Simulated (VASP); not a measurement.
Ti, 3 atoms in the cell. It takes space group P6/mmm (No. 191, hexagonal). The conventional cell has a = 4.495 Å, b = 4.495 Å, c = 2.786 Å, α = 90.00°, β = 90.00°, γ = 120.00°. Within 3.7 Å of Ti (site symmetry 6/mmm) lie 14 Ti at 2.79 to 2.95 Å. Ti (site symmetry -6m2) has 11 Ti at 2.60 to 2.95 Å within 3.4 Å. 

| Item | Value |
| --- | --- |
| Program | VASP 6.6.1 |
| Task | single point |
| Functional | PBE |
| Dispersion | D3(BJ) |
| Potentials or basis | VASP PAW PBE potentials, release 64 (Ti_sv) |
| Cutoff | 520 eV |
| k mesh | 12 × 12 × 14 |
| Occupations | gaussian, width 0.1 eV |
| Spin | no spin polarisation |
| Dipole correction | no |
| Further INCAR settings | ALGO = Normal; EDIFF = 1e-06; NBANDS = 25 |

Potentials or basis: VASP PAW PBE potentials, release 64 (Ti_sv).

Run with:

```sh
$ cat potpaw_PBE.64/Ti_sv/POTCAR > POTCAR
$ mpirun -np 1 vasp_std > vasp.out
```

Hardware: 1 thread of AMD EPYC 9R45 96-Core Processor (Zen 5), with other jobs on the host.

**Question.** How long does it take, and how much memory?

**Answer.** Wall time 120 s on 1 thread of AMD EPYC 9R45 96-Core Processor (Zen 5), with other jobs on the host, peak memory 0.26 GiB. Counts: scf iterations 14, k points 152.
